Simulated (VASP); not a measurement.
InAs: single point with LDA

The system is InAs.

```
In As
1.0
     0.00000    3.03326    3.03326
     3.03326    0.00000    3.03326
     3.03326    3.03326    0.00000
In As
1 1
Direct
  0.00000 0.00000 0.00000
  0.75000 0.75000 0.75000
```

| Property | Result |
| --- | --- |
| Program | VASP 6.6.1 |
| Task | single point |
| Functional | LDA |
| Potentials or basis | VASP PAW LDA potentials, release 64 (In_d, As) |
| Cutoff | 520 eV |
| k mesh | 12 × 12 × 12 |
| Occupations | fermi-dirac, width 0.15 eV |
| Spin | no spin polarisation |

```
Pressure               : -1.0 GPa
Band gap on the k mesh : zero (filled and empty bands touch)
```

Levels at points of the mesh, in eV from the Fermi level:
```
           k point  band 6  band 7  band 8  band 9  band 10  band 11  band 12  band 13
(0.00, 0.00, 0.00)  -12.20   -0.80   -0.35   -0.35    -0.35     3.47     3.47     3.47
(0.50, 0.00, 0.00)  -10.75   -6.14   -1.34   -1.34     0.43     4.25     4.25     6.32
(0.50, 0.50, 0.00)  -10.22   -6.23   -2.67   -2.67     1.08     1.60     8.59     8.71
```

Run time: 20 s on 1 thread of Intel(R) Xeon(R) 6975P-C (Granite Rapids) (shared host), peak memory 0.19 GiB.

Caveat: semilocal functionals underestimate gaps, and a narrow one can read as zero; spin-orbit coupling is left out, which moves the levels of the heavy elements.
